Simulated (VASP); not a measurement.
**HfN: single point with PBEsol**

Crystal: HfN.

```
CELL_PARAMETERS angstrom
0.00000 2.24003 2.45482
2.66962 0.00000 2.45482
2.66962 2.24003 0.00000
ATOMIC_POSITIONS crystal
Hf 0.00000 0.00000 0.00000
N 0.75000 0.75000 0.75000
```

This cell differs from its parent crystal: strain +0.0875 x Voigt [1, -1, 0, 0, 0, 0].

| Item | Value |
| --- | --- |
| Program | VASP 6.6.1 |
| Task | single point |
| Functional | PBEsol |
| Potentials or basis | VASP PAW PBE potentials, release 64 (Hf_pv, N) |
| Cutoff | 520 eV |
| k mesh | 16 × 16 × 16 |
| Occupations | gaussian, width 0.15 eV |
| Spin | no spin polarisation |
| Dipole correction | no |
| Further INCAR settings | ALGO = Normal; EDIFF = 1e-07; NBANDS = 14 |

* Pressure: -5.8 GPa
* Band gap on the k mesh: zero (an odd number of electrons rules out a gap without spin polarisation)

Stress tensor (GPa, compression positive):
```
-19.07   0.00   0.00
  0.00   4.82   0.00
  0.00   0.00  -3.20
```

Levels at points of the mesh, in eV from the Fermi level:
```csv
k point,band 5,band 6,band 7,band 8,band 9,band 10,band 11,band 12
"(0.00, 0.00, 0.00)",-5.60,-5.30,-5.13,-0.91,1.32,3.05,5.06,6.50
"(0.50, 0.00, 0.00)",-5.80,-5.23,-4.44,1.34,2.57,3.04,3.72,5.31
"(0.50, 0.50, 0.00)",-6.98,-3.99,-3.41,-1.11,1.29,4.61,4.72,4.95
"(0.50, 0.00, 0.50)",-6.74,-3.98,-3.73,-0.52,1.87,4.33,4.39,4.85
"(0.00, 0.50, 0.50)",-7.16,-3.48,-3.21,-1.63,1.63,4.20,4.50,4.58
```

Run time: 110 s on 1 thread of Intel(R) Xeon(R) 6975P-C (Granite Rapids), on a shared host, peak memory 0.38 GiB.

Caveat: the cell differs from its parent crystal (strain +0.0875 x Voigt [1, -1, 0, 0, 0, 0]); the cell stands under tension; the PAW data sets were made with another functional, which shifts forces and pressure a little; spin-orbit coupling is left out, which moves the levels of the heavy elements.
